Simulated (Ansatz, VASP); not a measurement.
**Rh: VASP beside Ansatz**

POSCAR

```
Rh
1.0
    2.6495703190      0.0000000000      0.0000000000
   -1.3247851595      2.2945952054      0.0000000000
    0.0000000000      0.0000000000      4.2616448766
Rh
2
Direct
    0.6666666667      0.3333333333      0.7500000000
    0.3333333333      0.6666666667      0.2500000000
```

File INCAR.step1:

```
PREC     = Accurate       # precision mode
ENCUT    = 520            # plane-wave cutoff, eV
ISMEAR   = 0              # smearing method
SIGMA    = 0.1            # smearing width, eV
LREAL    = False          # projectors in reciprocal space
LASPH    = True           # aspherical terms in the spheres
NELM     = 60             # most SCF steps
NBANDS   = 22             # bands
GGA      = PE             # functional
ALGO     = Normal         # electronic algorithm
EDIFF    = 1E-4           # SCF threshold, eV
LWAVE    = True           # write WAVECAR
LCHARG   = False          # write CHGCAR
```

Contents of INCAR.step2:

```
PREC     = Accurate       # precision mode
ENCUT    = 520            # plane-wave cutoff, eV
EDIFF    = 1E-6           # SCF threshold, eV
ISMEAR   = 0              # smearing method
SIGMA    = 0.1            # smearing width, eV
LREAL    = False          # projectors in reciprocal space
LASPH    = True           # aspherical terms in the spheres
NELM     = 60             # most SCF steps
ALGO     = Normal         # electronic algorithm
ISIF     = 2              # what is computed and relaxed
LWAVE    = False          # write WAVECAR
LCHARG   = False          # write CHGCAR
METAGGA  = R2SCAN         # meta-GGA
LMIXTAU  = True         
NBANDS   = 22             # bands
ISTART   = 1
```

File KPOINTS:

```
Automatic mesh
0
Gamma
  24 24 12
```

Input for Ansatz:

```yaml
crystal:
  lattice:
    - [2.649570319, 0.0, 0.0]
    - [-1.3247851595, 2.2945952054, 0.0]
    - [0.0, 0.0, 4.2616448766]
  atoms:
    - { symbol: Rh, position: [0.6666666667, 0.3333333333, 0.75] }
    - { symbol: Rh, position: [0.3333333333, 0.6666666667, 0.25] }
basis:
  ecutwfc: 500
kpoints:
  mp_grid: { grid: [24, 24, 12] }
hamiltonian:
  xc: r2scan
scf:
  occupations: { method: gaussian, width: 0.1 }
output:
  forces: true
  stress: true
  eigenvalues: true
  write_density: true
  write_potential: true
  elf: true
  volumetric_format: npy
```

Change from the starting cell: equal strain along all axes, cell held, atoms relaxed: -2.0 %.

Alike in both runs: task single point; functional r2SCAN; k mesh 24 × 24 × 12; occupations gaussian, width 0.1 eV; no spin polarisation.

|  | VASP | Ansatz |
| --- | --- | --- |
| version | VASP 6.6.1 | Ansatz 0.2.0 |
| potentials or method | VASP PAW PBE potentials, release 64 (Rh_pv), cutoff 520 eV | scalar-relativistic, plane waves, PAW |
| valence electrons in the cell | 30 | 34 |

VASP gave:

* gap on the k mesh at the Fermi level (eV): none
* pressure (GPa): 21.4
* traceless stress, the component that is largest in VASP (GPa): 1.14

Task: What did Ansatz give for the same quantities?

Result: gap on the k mesh at the Fermi level (eV): none; pressure (GPa): 19.8; traceless stress, the component that is largest in VASP (GPa): 1.07.

VASP's potentials were made for PBE, not for r2SCAN. A gap of «none» marks a metal or a gap that the smearing closes. With one functional, cell and mesh, what is left measures potentials, basis and numerics. VASP's potentials hold 30 valence electrons a cell and Ansatz's 34, so a difference there can come from the potentials and not from the codes.
